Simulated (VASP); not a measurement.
# GdN (Fm-3m) in VASP: single point with PBE+U

Aim: the single point of GdN with PBE+U.

All numbers are computed with VASP 6.6.1; they aren't measurements. Logs are shortened: lines on timing, memory, paths and dates and some standing lists are left out, and cuts for length are marked.

## (1) The cell of the first run

Symmetry: Fm-3m, No. 225, cubic system. Conventional cell: a = 4.981 Å, b = 4.981 Å, c = 4.981 Å, α = 90.00°, β = 90.00°, γ = 90.00°. Within 3.3 Å of Gd (site symmetry m-3m) lie 6 N at 2.49 Å. N (site symmetry m-3m) has 6 Gd at 2.49 Å within 3.3 Å.

## (2) Single point, PBE+U, non-collinear spin, typed start, spin-orbit coupling

File INCAR:

```
SYSTEM = GdN
PREC = Accurate
ENCUT = 520
EDIFF = 1E-7
ISMEAR = 0
SIGMA = 0.05
LREAL = .False.
LASPH = .True.
NELM = 150
ALGO = Normal
ISIF = 2
LWAVE = .False.
LCHARG = .False.
LNONCOLLINEAR = .True.
MAGMOM = 0 0 7 0 0 0
LORBIT = 11
LSORBIT = .True.
GGA_COMPAT = .False.
LORBMOM = .True.
LMAXMIX = 6
LDAU = .True.
LDAUTYPE = 2
LDAUL = 3 -1
LDAUU = 4 0
LDAUJ = 0 0
LDAUPRINT = 1
GGA = PE
NBANDS = 35
```

File KPOINTS:

```
Automatic mesh
0
Gamma
  12 12 12
  0 0 0
```

File POSCAR:

```
GdN
1.0
    0.0000000000      2.4907467940      2.4907467940
    2.4907467940      0.0000000000      2.4907467940
    2.4907467940      2.4907467940      0.0000000000
Gd N
1 1
Direct
    0.5000000000      0.5000000000      0.5000000000
    0.0000000000      0.0000000000      0.0000000000
```

Potentials or basis: VASP PAW PBE potentials, release 64 (Gd, N).

The run is started by

```
cat potpaw_PBE.64/Gd/POTCAR potpaw_PBE.64/N/POTCAR > POTCAR
mpirun -np 1 vasp_ncl > vasp.out
```

OUTCAR:

```text
SYSTEM = GdN
   PREC = Accurate
   ENCUT = 520
   EDIFF = 1E-7
   ISMEAR = 0
   LREAL = .False.
   LASPH = .True.
   NELM = 150
   ISIF = 2
   LNONCOLLINEAR = .True.
   LORBIT = 11
   LSORBIT = .True.
   GGA = PE

 ion  position               nearest neighbor table
   1  0.500  0.500  0.500-   2 2.49   2 2.49   2 2.49   2 2.49   2 2.49   2 2.49
   2  0.000  0.000  0.000-   1 2.49   1 2.49   1 2.49   1 2.49   1 2.49   1 2.49

  LATTYP: Found a face centered cubic cell.
 ALAT       =     4.9814935880

  Lattice vectors:

 A1 = (   0.0000000000,   2.4907467940,   2.4907467940)
 A2 = (   2.4907467940,   0.0000000000,   2.4907467940)
 A3 = (   2.4907467940,   2.4907467940,   0.0000000000)

Analysis of symmetry for initial positions (statically):
=====================================================================
 Subroutine PRICEL returns:
 Original cell was already a primitive cell.

 Routine SETGRP: Setting up the symmetry group for a
 face centered cubic supercell.

 Subroutine GETGRP returns: Found 48 space group operations
 (whereof 48 operations were pure point group operations)
 out of a pool of 48 trial point group operations.

The static configuration has the point symmetry O_h .

Analysis of symmetry for dynamics (positions and initial velocities):
=====================================================================
 Subroutine PRICEL returns:
 Original cell was already a primitive cell.

 Routine SETGRP: Setting up the symmetry group for a
 face centered cubic supercell.

 Subroutine GETGRP returns: Found 48 space group operations
 (whereof 48 operations were pure point group operations)
 out of a pool of 48 trial point group operations.

The dynamic configuration has the point symmetry O_h .

Analysis of structural, dynamic, and magnetic symmetry:
=====================================================================
 Subroutine PRICEL returns:
 Original cell was already a primitive cell.

 Routine SETGRP: Setting up the symmetry group for a
 face centered cubic supercell.

 Subroutine GETGRP returns: Found  8 space group operations
 (whereof  8 operations were pure point group operations)
 out of a pool of 48 trial point group operations.

The overall configuration has the point symmetry C_4h.

 Subroutine INISYM returns: Found  8 space group operations
 (whereof  8 operations are pure point group operations),
 and found     1 'primitive' translations

----------------------------------------------------------------------------------------

                                     Primitive cell

  volume of cell :      30.9043

  direct lattice vectors                    reciprocal lattice vectors
     0.000000000  2.490746794  2.490746794    -0.200743007  0.200743007  0.200743007
     2.490746794  0.000000000  2.490746794     0.200743007 -0.200743007  0.200743007
     2.490746794  2.490746794  0.000000000     0.200743007  0.200743007 -0.200743007

  length of vectors
     3.522447897  3.522447897  3.522447897     0.347697087  0.347697087  0.347697087

  position of ions in fractional coordinates (direct lattice)
     0.500000000  0.500000000  0.500000000
     0.000000000  0.000000000  0.000000000

  ion indices of the primitive-cell ions
   primitive index   ion index
                 1           1
                 2           2

----------------------------------------------------------------------------------------

 KPOINTS: Automatic mesh

Automatic generation of k-mesh.
 Grid dimensions read from file:
 generate k-points for:   12   12   12

[... 170 lines left out ...]
 number of electron      23.0000006 magnetization       0.0000000      0.0000000      6.9568717

 Free energy of the ion-electron system (eV)
  ---------------------------------------------------
  ext. energy  EPLUGINS =         0.00000000
  ---------------------------------------------------
  free energy    TOTEN  =       -23.53165307 eV

  energy without entropy =      -23.53156502  energy(sigma->0) =      -23.53160904

 E-fermi :   3.8752     XC(G=0): -11.5963

 val. band max:        3.8750152847   @ k =   0.0000   0.0833   0.0833
 cond. band min:       3.8771263636   @ k =   0.0000   0.0833   0.0833
 fundamental gap:      0.0021110789
 Fermi energy:         3.8751963949

 k-point     1 :       0.0000    0.0000    0.0000
  band No.  band energies     occupation
      1     -39.8672      1.00000
      2     -36.7699      1.00000
      3     -19.1713      1.00000
      4     -18.4504      1.00000
      5     -15.5237      1.00000
      6     -14.4813      1.00000
[... 901 lines left out ...]
     34       9.8780      0.00000
     35      10.2761      0.00000

 [... further k-points ...]

------------------------ aborting loop because EDIFF is reached ----------------------------------------

  FORCE on cell =-STRESS in cart. coord.  units (eV):
  Direction    XX          YY          ZZ          XY          YZ          ZX
  --------------------------------------------------------------------------------------
  -------------------------------------------------------------------------------------
  Total        0.3181633      0.3181633      0.3170568      0.0000000      0.0000000      0.0000000
  in kB       16.4946042     16.4946042     16.4372402      0.0000005      0.0000000      0.0000000
  external PRESSURE =      16.4754829 kB  Pullay stress =       0.0000000 kB

 VOLUME and BASIS-vectors are now :
 -----------------------------------------------------------------------------
  energy-cutoff  :      520.00
  volume of cell :       30.90
      direct lattice vectors                 reciprocal lattice vectors
     0.000000000  2.490746794  2.490746794    -0.200743007  0.200743007  0.200743007
     2.490746794  0.000000000  2.490746794     0.200743007 -0.200743007  0.200743007
     2.490746794  2.490746794  0.000000000     0.200743007  0.200743007 -0.200743007

 POSITION                                       TOTAL-FORCE (eV/Angst)
 -----------------------------------------------------------------------------------
      2.49075      2.49075      2.49075         0.000000     -0.000000      0.000000
      0.00000      0.00000      0.00000        -0.000000      0.000000      0.000000
 -----------------------------------------------------------------------------------
    total drift:                                0.000000      0.000000      0.000000

  FREE ENERGIE OF THE ION-ELECTRON SYSTEM (eV)
  ---------------------------------------------------
  free  energy   TOTEN  =       -23.5316530663 eV

  energy  without entropy=      -23.5315650237  energy(sigma->0) =      -23.53160904

 orbital moment (x)

 # of ion     p       d       f       tot
 ------------------------------------------------
  1         0.000  -0.000  -0.000  -0.000
  2        -0.000   0.000   0.000  -0.000
 ------------------------------------------------
           -0.000  -0.000  -0.000  -0.000

 orbital moment (y)

 # of ion     p       d       f       tot
 ------------------------------------------------
  1        -0.000   0.000   0.000  -0.000
  2         0.000   0.000   0.000   0.000
 ------------------------------------------------
           -0.000   0.000   0.000  -0.000

 orbital moment (z)

 # of ion     p       d       f       tot
 ------------------------------------------------
  1        -0.011  -0.005   0.020   0.004
  2        -0.000   0.000   0.000  -0.000
 ------------------------------------------------
           -0.012  -0.005   0.020   0.004

 Spin-Orbit-Coupling matrix elements

 Ion:    1  E_soc:     -1.2197655
 l=   1
     0.0000000    -0.1600089    -0.1599563
    -0.1600089     0.0000000    -0.1600089
    -0.1599563    -0.1600089     0.0000000
 l=   2
     0.0000000    -0.0002541     0.0000000    -0.0002541    -0.0012960
    -0.0002541     0.0000000    -0.0010100    -0.0002694    -0.0003355
     0.0000000    -0.0010100     0.0000000    -0.0010100     0.0000000
    -0.0002541    -0.0002694    -0.0010100     0.0000000    -0.0003355
    -0.0012960    -0.0003355     0.0000000    -0.0003355     0.0000000
 l=   3
     0.0000000    -0.0065638     0.0000000     0.0000000     0.0000000    -0.0065601    -0.0021149
    -0.0065638     0.0000000    -0.0109021     0.0000000    -0.0109021    -0.0010521    -0.0065638
     0.0000000    -0.0109021     0.0000000    -0.0259273    -0.0003035    -0.0108834     0.0000000
     0.0000000     0.0000000    -0.0259273     0.0000000    -0.0259273     0.0000000     0.0000000
     0.0000000    -0.0109021    -0.0003035    -0.0259273     0.0000000    -0.0108834     0.0000000
    -0.0065601    -0.0010521    -0.0108834     0.0000000    -0.0108834     0.0000000    -0.0065601
    -0.0021149    -0.0065638     0.0000000     0.0000000     0.0000000    -0.0065601     0.0000000

 Ion:    2  E_soc:     -0.0003779
 l=   1
     0.0000000    -0.0000620    -0.0000650
    -0.0000620     0.0000000    -0.0000620
    -0.0000650    -0.0000620     0.0000000
 l=   2
     0.0000000     0.0000000     0.0000000     0.0000000     0.0000000
     0.0000000     0.0000000     0.0000000     0.0000000     0.0000000
     0.0000000     0.0000000     0.0000000     0.0000000     0.0000000
     0.0000000     0.0000000     0.0000000     0.0000000     0.0000000
     0.0000000     0.0000000     0.0000000     0.0000000     0.0000000
 l=   3
     0.0000000     0.0000000     0.0000000     0.0000000     0.0000000     0.0000000     0.0000000
     0.0000000     0.0000000     0.0000000     0.0000000     0.0000000     0.0000000     0.0000000
     0.0000000     0.0000000     0.0000000     0.0000000     0.0000000     0.0000000     0.0000000
     0.0000000     0.0000000     0.0000000     0.0000000     0.0000000     0.0000000     0.0000000
     0.0000000     0.0000000     0.0000000     0.0000000     0.0000000     0.0000000     0.0000000
     0.0000000     0.0000000     0.0000000     0.0000000     0.0000000     0.0000000     0.0000000
     0.0000000     0.0000000     0.0000000     0.0000000     0.0000000     0.0000000     0.0000000

 total charge

# of ion       s       p       d       f       tot
--------------------------------------------------
    1        2.035   5.689   0.544   6.976  15.244
    2        1.249   2.389   0.000   0.000   3.638
--------------------------------------------------
tot          3.284   8.078   0.544   6.976  18.882

 magnetization (x)

# of ion       s       p       d       f       tot
--------------------------------------------------
    1        0.000   0.000   0.000   0.000   0.000
    2        0.000   0.000   0.000   0.000   0.000
--------------------------------------------------
tot          0.000   0.000   0.000   0.000   0.000

 magnetization (y)

# of ion       s       p       d       f       tot
--------------------------------------------------
    1        0.000   0.000   0.000   0.000   0.000
    2        0.000   0.000   0.000   0.000   0.000
--------------------------------------------------
tot          0.000   0.000   0.000   0.000   0.000

 magnetization (z)

# of ion       s       p       d       f       tot
--------------------------------------------------
    1       -0.006  -0.081   0.074   6.831   6.819
    2       -0.008  -0.100   0.000   0.000  -0.109
--------------------------------------------------
tot         -0.014  -0.181   0.074   6.831   6.710
```

Run time: 17 min. Hardware: 1 thread of Intel Xeon 6975P-C (Granite Rapids), shared host; peak memory 0.57 GiB.

What came out:

- Free energy: -23.5317 eV
- Pressure: 1.6 GPa
- Net moment: 6.96 μB per cell
- Valence electrons inside the program's atomic spheres: Gd 15.24; N 3.64

Moments on the atoms (μB; x, y, z):
```
Gd   0.00  0.00  6.82
N    0.00  0.00 -0.11
```

Caveat: a cell with one magnetic atom can't hold antiferromagnetic order, which such compounds often take.
